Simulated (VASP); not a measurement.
# C: single point with LDA

C, a slab with vacuum:

```xyz
6
Lattice="2.4973 0.0000 0.0000 0.0000 3.5317 0.0000 0.0000 0.0000 18.4973" Properties=species:S:1:pos:R:3 pbc="T T T"
C     1.8730    0.4415    8.0000
C     0.6243    3.0903    8.0000
C     0.6243    2.2073    9.2486
C     1.8730    1.3244    9.2486
C     1.8730    0.4415   10.4973
C     0.6243    3.0903   10.4973
```

| Property | Result |
| --- | --- |
| Program | VASP 6.6.1 |
| Task | single point |
| Functional | LDA |
| Potentials or basis | VASP PAW LDA potentials, release 64 (C) |
| Cutoff | 520 eV |
| k mesh | 10 × 7 × 1 |
| Occupations | fermi-dirac, width 0.02 eV |
| Spin | no spin polarisation |

- Largest force: 4.661 eV/Å
- Band gap on the k mesh: zero (band 12 reaches -2.76 eV, above the bottom of band 13 at -3.08 eV)

Forces in eV/Å, atoms in the order of the input:
```
C    0.000 -4.569  0.918
C    0.000  4.569  0.918
C    0.000 -1.202  0.000
C    0.000  1.202  0.000
C    0.000 -4.569 -0.918
C    0.000  4.569 -0.918
```

Levels at points of the mesh, in eV from the Fermi level:
| k point | band 10 | band 11 | band 12 | band 13 | band 14 | band 15 |
| --- | --- | --- | --- | --- | --- | --- |
| (0.00, 0.00, 0.00) | -2.35 | -0.43 | 0.19 | 0.56 | 3.65 | 5.61 |
| (0.50, 0.00, 0.00) | -5.14 | -1.26 | -1.26 | 0.92 | 0.92 | 6.69 |

It took 2.4 min on 1 thread of Intel(R) Xeon(R) Platinum 8488C (Sapphire Rapids), on a shared host, peak memory 0.23 GiB.
